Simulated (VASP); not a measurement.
# InSb (I-4m2) in VASP: notebook

The runs below take InSb through single point, with PBEsol.

All numbers are computed with VASP 6.6.1; they aren't measurements. Logs are shortened: lines on timing, memory, paths and dates and some standing lists are left out, and cuts for length are marked.

## Step 1: The cell of the first run

The structure is tetragonal, space group I-4m2 (No. 119). Conventional cell: a = 4.622 Å, b = 4.622 Å, c = 6.455 Å, α = 90.00°, β = 90.00°, γ = 90.00°. Within 3.7 Å of In (site symmetry -4m2) lie 4 Sb at 2.82 Å. Sb (site symmetry -4m2) has 4 In at 2.82 Å within 3.7 Å.

## Step 2: Single point, PBEsol (strained cell)

Input file INCAR:

```
SYSTEM = InSb
PREC = Accurate
ENCUT = 500
EDIFF = 1E-6
ISMEAR = 0
SIGMA = 0.1
LREAL = .False.
LASPH = .True.
NELM = 120
ALGO = Normal
ISIF = 2
LWAVE = .False.
LCHARG = .False.
GGA = PS
NBANDS = 16
GGA_COMPAT = .False.
```

Input file KPOINTS:

```
Automatic mesh
0
Gamma
  10 10 10
  0 0 0
```

Input file POSCAR:

```
InSb
1.0
    0.0000000000      3.2681350737      3.2273852598
    3.2681350737      0.0000000000      3.2273852598
    3.2681350737      3.2681350737      0.0000000000
In Sb
1 1
Direct
    0.0000000000      0.0000000000      0.0000000000
    0.2500000000      0.2500000000      0.2500000000
```

Potentials or basis: VASP PAW PBE potentials, release 64 (In_d, Sb).

On the command line:

```sh
cat potpaw_PBE.64/In_d/POTCAR potpaw_PBE.64/Sb/POTCAR > POTCAR
mpirun -np 1 vasp_std > vasp.out
```

OUTCAR:

```text
SYSTEM = InSb
   PREC = Accurate
   ENCUT = 500
   EDIFF = 1E-6
   ISMEAR = 0
   LREAL = .False.
   LASPH = .True.
   NELM = 120
   ISIF = 2
   GGA = PS

 ion  position               nearest neighbor table
   1  0.000  0.000  0.000-   2 2.82   2 2.82   2 2.82   2 2.82
   2  0.250  0.250  0.250-   1 2.82   1 2.82   1 2.82   1 2.82

  LATTYP: Found a body centered tetragonal cell.
 ALAT       =     4.6218409449
 C/A-ratio  =     1.3965799768

  Lattice vectors:

 A1 = (   0.0000000000,  -3.2681350737,  -3.2273852598)
 A2 = (   0.0000000000,   3.2681350737,  -3.2273852598)
 A3 = (   3.2681350737,   0.0000000000,   3.2273852598)

Analysis of symmetry for initial positions (statically):
=====================================================================
 Subroutine PRICEL returns:
 Original cell was already a primitive cell.

 Routine SETGRP: Setting up the symmetry group for a
 body centered tetragonal supercell.

 Subroutine GETGRP returns: Found  8 space group operations
 (whereof  8 operations were pure point group operations)
 out of a pool of 16 trial point group operations.

The static configuration has the point symmetry D_2d.

Analysis of symmetry for dynamics (positions and initial velocities):
=====================================================================
 Subroutine PRICEL returns:
 Original cell was already a primitive cell.

 Routine SETGRP: Setting up the symmetry group for a
 body centered tetragonal supercell.

 Subroutine GETGRP returns: Found  8 space group operations
 (whereof  8 operations were pure point group operations)
 out of a pool of 16 trial point group operations.

The dynamic configuration has the point symmetry D_2d.

 Subroutine INISYM returns: Found  8 space group operations
 (whereof  8 operations are pure point group operations),
 and found     1 'primitive' translations

----------------------------------------------------------------------------------------

                                     Primitive cell

  volume of cell :      68.9415

  direct lattice vectors                    reciprocal lattice vectors
     0.000000000  3.268135074  3.227385260    -0.152992452  0.152992452  0.154924175
     3.268135074  0.000000000  3.227385260     0.152992452 -0.152992452  0.154924175
     3.268135074  3.268135074  0.000000000     0.152992452  0.152992452 -0.154924175

  length of vectors
     4.593116858  4.593116858  4.621840945     0.266110656  0.266110656  0.266110656

  position of ions in fractional coordinates (direct lattice)
     0.000000000  0.000000000  0.000000000
[... 80 lines left out ...]
   EDIFFG = 0.1E-04   stopping-criterion for IOM
   NSW    =      0    number of steps for IOM
   IBRION =     -1    ionic relax: 0-MD 1-quasi-New 2-CG
   NFREE  =      0    steps in history (QN), initial steepest desc. (CG)
   ISIF   =      2    stress and relaxation
   ISYM   =      2    0-nonsym 1-usesym 2-fastsym
   POTIM  = 0.5000    time-step for ionic-motion
   TEBEG  =    0.0;   TEEND  =   0.0 temperature during run
   PSTRESS=    0.0 pullay stress
   NELECT =      18.0000    total number of electrons
   NUPDOWN=      -1.0000    fix difference up-down
   EMIN   =  10.00;   EMAX   =-10.00  energy-range for DOS
   EFERMI =   0.00;   METHOD = LEGACY
   ISMEAR =     0;   SIGMA  =   0.10  broadening in eV -4-tet -1-fermi 0-gaus
   EFERMI_NEDOS =   21; number of points for ismear=-14 and -15
   IALGO  =     38    algorithm
   IMIX   =      4    mixing-type and parameters
     AMIX     =   0.40;   BMIX     =  1.00
     AMIX_MAG =   1.60;   BMIX_MAG =  1.00
  volume/ion in A,a.u.               =      34.47       232.62
  Fermi-wavevector in a.u.,A,eV,Ry     =   1.046338  1.977292 14.895979  1.094824
  Thomas-Fermi vector in A             =   2.181172
   LORBIT       =      0    0 simple, 1 ext, 2 COOP (PROOUT), +10 PAW based schemes
   GGA     = PS    functional components
   LHFCALC =     F    Hartree Fock is set to
   AEXX    =    0.0000 exact exchange contribution
   IVDW    =     0    specifies the selected vdW correction
   LEPSILON=     F    determine dielectric tensor
   LRPA    =     F    only Hartree local field effects (RPA)
 non-spin polarized calculation
 Gauss-broadening in eV      SIGMA  =   0.10
  energy-cutoff  :      500.00
  volume of cell :       68.94
 maximum number of plane-waves:      1783
 NGX is ok and might be reduce to    36
   NGX = 17   NGY = 17   NGZ = 17

 number of electron      17.9999994 magnetization

 Free energy of the ion-electron system (eV)
  ---------------------------------------------------
  ext. energy  EPLUGINS =         0.00000000
  ---------------------------------------------------
  free energy    TOTEN  =        -7.69882870 eV

  energy without entropy =       -7.69863951  energy(sigma->0) =       -7.69873410

 E-fermi :   4.8601     XC(G=0):  -8.8103

 val. band max:        4.8572899664   @ k =   0.0000   0.0000   0.0000
 cond. band min:       5.2628450590   @ k =   0.5000   0.0000   0.0000
 fundamental gap:      0.4055550926
 Fermi energy:         4.8601330746

 k-point     1 :       0.0000    0.0000    0.0000
  band No.  band energies     occupation
      1      -9.6954      2.00000
      2      -9.6954      2.00000
      3      -9.6930      2.00000
      4      -9.6127      2.00000
      5      -9.6111      2.00000
      6      -5.8446      2.00000
[... 433 lines left out ...]
      3      -9.6622      2.00000
      4      -9.6266      2.00000
      5      -9.6040      2.00000
      6      -4.4872      2.00000
[... 8 lines left out ...]
     15      14.3673      0.00000
     16      14.8003      0.00000

 [... further k-points ...]

------------------------ aborting loop because EDIFF is reached ----------------------------------------

  FORCE on cell =-STRESS in cart. coord.  units (eV):
  Direction    XX          YY          ZZ          XY          YZ          ZX
  --------------------------------------------------------------------------------------
  -------------------------------------------------------------------------------------
  Total        0.0465465      0.0465465      0.1905662      0.0000000      0.0000000     -0.0000000
  in kB        1.0817246      1.0817246      4.4286943      0.0000000      0.0000000     -0.0000000
  external PRESSURE =       2.1973812 kB  Pullay stress =       0.0000000 kB

 VOLUME and BASIS-vectors are now :
 -----------------------------------------------------------------------------
  energy-cutoff  :      500.00
  volume of cell :       68.94
      direct lattice vectors                 reciprocal lattice vectors
     0.000000000  3.268135074  3.227385260    -0.152992452  0.152992452  0.154924175
     3.268135074  0.000000000  3.227385260     0.152992452 -0.152992452  0.154924175
     3.268135074  3.268135074  0.000000000     0.152992452  0.152992452 -0.154924175

 POSITION                                       TOTAL-FORCE (eV/Angst)
 -----------------------------------------------------------------------------------
      0.00000      0.00000      0.00000         0.000000      0.000000      0.000000
      1.63407      1.63407      1.61369        -0.000000     -0.000000     -0.000000
 -----------------------------------------------------------------------------------
    total drift:                               -0.000000     -0.000000      0.000000

  FREE ENERGIE OF THE ION-ELECTRON SYSTEM (eV)
  ---------------------------------------------------
  free  energy   TOTEN  =        -7.6988286980 eV

  energy  without entropy=       -7.6986395093  energy(sigma->0) =       -7.69873410
```

OSZICAR:

```text
N       E                     dE             d eps       ncg     rms          rms(c)
DAV:   1     0.110828488480E+03    0.11083E+03   -0.77704E+03  3264   0.109E+03
DAV:   2    -0.812578498798E+00   -0.11164E+03   -0.10803E+03  3720   0.275E+02
DAV:   3    -0.764391862357E+01   -0.68313E+01   -0.68093E+01  4224   0.708E+01
DAV:   4    -0.783087808698E+01   -0.18696E+00   -0.18693E+00  4152   0.136E+01
DAV:   5    -0.784120128923E+01   -0.10323E-01   -0.10323E-01  5000   0.261E+00    0.397E+00
DAV:   6    -0.772176304187E+01    0.11944E+00   -0.17408E-01  4792   0.680E+00    0.225E+00
DAV:   7    -0.769918890096E+01    0.22574E-01   -0.66495E-02  4432   0.265E+00    0.600E-01
DAV:   8    -0.769841587268E+01    0.77303E-03   -0.75473E-03  4352   0.100E+00    0.254E-01
DAV:   9    -0.769883532148E+01   -0.41945E-03   -0.86774E-04  3992   0.257E-01    0.837E-02
DAV:  10    -0.769880861854E+01    0.26703E-04   -0.48675E-05  4288   0.504E-02    0.362E-02
DAV:  11    -0.769882810627E+01   -0.19488E-04   -0.34778E-05  3832   0.502E-02    0.234E-02
DAV:  12    -0.769882869797E+01   -0.59170E-06   -0.11588E-06  3232   0.884E-03
   1 F= -.76988287E+01 E0= -.76987341E+01  d E =-.189189E-03
```

stdout:

```text
POSCAR found type information on POSCAR InSb
 POSCAR found :  2 types and       2 ions
 scaLAPACK will be used
 -----------------------------------------------------------------------------
|                                                                             |
|                                                                             |
|     You enforced a specific xc type in the INCAR file but a different       |
|     I HOPE YOU KNOW WHAT YOU ARE DOING!                                     |
|                                                                             |
 -----------------------------------------------------------------------------

 LDA part: xc-table for (Slater+PW92), standard interpolation
 POSCAR, INCAR and KPOINTS ok, starting setup
 FFT: planning ... GRIDC
 FFT: planning ... GRID_SOFT
 FFT: planning ... GRID
 WAVECAR not read
 entering main loop
```

Wall time 1.9 min (1 thread of Intel Xeon 8259CL, shared host); peak memory 0.28 GiB.

What came out:

```
Free energy            : -7.6988 eV
Pressure               : 0.2 GPa
Band gap on the k mesh : 0.06 eV
```

Caveat: the cell differs from its parent crystal (strained cell); the smearing spreads over this small gap; semilocal functionals underestimate gaps, and a narrow one can read as zero; the PAW data sets were made with another functional, which shifts forces and pressure a little; spin-orbit coupling is left out, which moves the levels of the heavy elements. A k mesh can miss the band edges.

## Step 3: Single point, PBEsol (strained cell)

Input file INCAR:

```
PREC = Accurate
ENCUT = 500
EDIFF = 1E-6
ISMEAR = 0
SIGMA = 0.1
LREAL = F
LASPH = T
NELM = 120
ALGO = Normal
ISIF = 2
LWAVE = F
LCHARG = F
GGA = PS
NBANDS = 16
GGA_COMPAT = F
```

Input file KPOINTS:

```
Automatic mesh
0
Gamma
  10 10 10
```

Input file POSCAR:

```
InSb
1.0
    0.0000000000      3.2700128290      3.2273852598
    3.2700128290      0.0000000000      3.2273852598
    3.2700128290      3.2700128290      0.0000000000
In Sb
1 1
Direct
    0.0000000000      0.0000000000      0.0000000000
    0.2500000000      0.2500000000      0.2500000000
```

Potentials or basis: VASP PAW PBE potentials, release 64 (In_d, Sb).

On the command line:

```sh
cat potpaw_PBE.64/In_d/POTCAR potpaw_PBE.64/Sb/POTCAR > POTCAR
mpirun -np 1 vasp_std > vasp.out
```

Wall time 1.7 min (1 thread of Intel Xeon 8259CL, shared host); peak memory 0.28 GiB.

Results (log left out):

```
Free energy            : -7.6989 eV
Pressure               : 0.2 GPa
Band gap on the k mesh : 0.06 eV
```

Stress tensor (GPa, compression positive):
```
0.05 0.00 0.00
0.00 0.05 0.00
0.00 0.00 0.40
```

Levels at points of the mesh, in eV from the valence-band top:
```csv
k point,band 6,band 7,band 8,band 9,band 10,band 11,band 12,band 13
"(0.00, 0.00, 0.00)",-10.63,-0.33,0.00,0.00,0.06,2.94,2.96,2.96
"(0.50, 0.00, 0.00)",-9.30,-5.57,-1.01,-0.93,0.47,3.76,3.83,5.99
"(0.50, 0.50, 0.00)",-8.68,-5.82,-2.25,-2.25,1.23,1.26,8.06,8.06
"(0.50, 0.00, 0.50)",-8.71,-5.88,-2.19,-2.18,1.33,1.33,8.02,8.07
```

Caveat: the cell differs from its parent crystal (strained cell); the smearing spreads over this small gap; semilocal functionals underestimate gaps, and a narrow one can read as zero; the PAW data sets were made with another functional, which shifts forces and pressure a little; spin-orbit coupling is left out, which moves the levels of the heavy elements. A k mesh can miss the band edges.

## Step 4: Single point, PBEsol (strained cell)

Input file INCAR:

```
  PREC = Accurate
  ENCUT = 500
  EDIFF = 1E-6
  ISMEAR = 0
  SIGMA = 0.1
  LREAL = False
  LASPH = True
  NELM = 120
  ALGO = Normal
  ISIF = 2
  LWAVE = False
  LCHARG = False
  GGA = PS
  NBANDS = 16
  GGA_COMPAT = False
```

KPOINTS is that of step 3.

Input file POSCAR:

```
InSb
1.0
    0.0000000000      3.2710609164      3.2273852598
    3.2710609164      0.0000000000      3.2273852598
    3.2710609164      3.2710609164      0.0000000000
In Sb
1 1
Direct
    0.0000000000      0.0000000000      0.0000000000
    0.2500000000      0.2500000000      0.2500000000
```

On the command line:

```sh
cat potpaw_PBE.64/In_d/POTCAR potpaw_PBE.64/Sb/POTCAR > POTCAR
mpirun -np 1 vasp_std > vasp.out
```

Run time: 1.8 min. Hardware: 1 thread of Intel Xeon 8259CL, shared host; peak memory 0.28 GiB.

Results (log left out):

| Item | Value |
| --- | --- |
| Free energy | -7.6989 eV |
| Pressure | 0.1 GPa |
| Band gap on the k mesh | 0.06 eV |

Stress tensor (GPa, compression positive):
```
0.02 0.00 0.00
0.00 0.02 0.00
0.00 0.00 0.38
```

Levels at points of the mesh, in eV from the valence-band top:
```tsv
k point	band 6	band 7	band 8	band 9	band 10	band 11	band 12	band 13
(0.00, 0.00, 0.00)	-10.63	-0.33	0.00	0.00	0.06	2.94	2.97	2.97
(0.50, 0.00, 0.00)	-9.29	-5.56	-1.01	-0.92	0.46	3.76	3.83	5.99
(0.50, 0.50, 0.00)	-8.68	-5.82	-2.25	-2.25	1.23	1.26	8.06	8.06
(0.50, 0.00, 0.50)	-8.71	-5.88	-2.19	-2.18	1.33	1.33	8.01	8.07
```

Caveat: the cell differs from its parent crystal (strained cell); the smearing spreads over this small gap; semilocal functionals underestimate gaps, and a narrow one can read as zero; the PAW data sets were made with another functional, which shifts forces and pressure a little; spin-orbit coupling is left out, which moves the levels of the heavy elements.

## Step 5: Overview

| cell | gap on the mesh (eV) | pressure (GPa) |
| --- | --- | --- |
| a = 4.593, b = 4.593, c = 4.622 Å, angles 59.8, 59.8, 60.4°, 2 atoms | 0.06 | 0.2 |
| a = 4.594, b = 4.594, c = 4.624 Å, angles 59.8, 59.8, 60.4°, 2 atoms | 0.06 | 0.2 |
| a = 4.595, b = 4.595, c = 4.626 Å, angles 59.8, 59.8, 60.4°, 2 atoms | 0.06 | 0.1 |

Alike in all rows: task single point; level PBEsol; potentials or basis VASP PAW PBE potentials, release 64 (In_d, Sb); no spin polarisation; k mesh 10 × 10 × 10; cutoff (eV) 500; smearing gaussian 0.1 eV.

Caveats: the smearing spreads over this small gap; semilocal functionals underestimate gaps, and a narrow one can read as zero; the PAW data sets were made with another functional, which shifts forces and pressure a little; spin-orbit coupling is left out, which moves the levels of the heavy elements.

Absolute energies hang on the potentials; compare differences alone.

The gap in the log of VASP goes by the Fermi energy; the results here count the filled bands.